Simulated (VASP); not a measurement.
Input of a VASP 6.6.1 run:

File INCAR:

```
PREC = Accurate ; ENCUT = 520
EDIFF = 1E-7 ; ISMEAR = 0
SIGMA = 0.05 ; LREAL = F
LASPH = T ; NELM = 60
ALGO = Normal ; ISIF = 2
LWAVE = F ; LCHARG = F
GGA = CA ; NBANDS = 46
```

KPOINTS

```
regular mesh
0
Gamma
  8 6 6
```

File POSCAR:

```
GaN
1.0
   -3.1515767111      0.0000000000      0.0000000000
    0.0000000000      0.0000000000     -5.1382481593
    0.0000000000     -5.4586909876      0.0000000000
Ga N
4 4
Direct
    0.5000000000      0.0019847950      0.1771069291
    0.0000000000     -0.0062749470      0.6562313560
    0.0000000000      0.4937250530      0.3437686440
    0.5000000000      0.5019847950      0.8228930709
    0.5000000000      0.6365505286      0.1681919868
    0.0000000000      0.6403834531      0.6651717988
    0.0000000000      0.1403834531      0.3348282012
    0.5000000000      0.1365505286      0.8318080132
```

Potentials or basis: VASP PAW LDA potentials, release 64 (Ga_d, N).

Launch:

```console
$ cat potpaw_LDA.64/Ga_d/POTCAR potpaw_LDA.64/N/POTCAR > POTCAR
$ mpirun -np 1 vasp_std > vasp.out
```

(1) Estimate the band gap on the k mesh.

(2) What does it give for the pressure?

(3) Predict the largest force.

Answers

(1) 1.97 eV.

(2) 2.5 GPa.

(3) 2.536 eV/Å.

Caveat: the cell differs from its parent crystal (mode 11 frozen in at -0.061 Å and mode 13 at -0.073 Å (largest displacements)); forces of over 1 eV/Å act on the atoms, so gaps and moduli don't describe the material at rest.
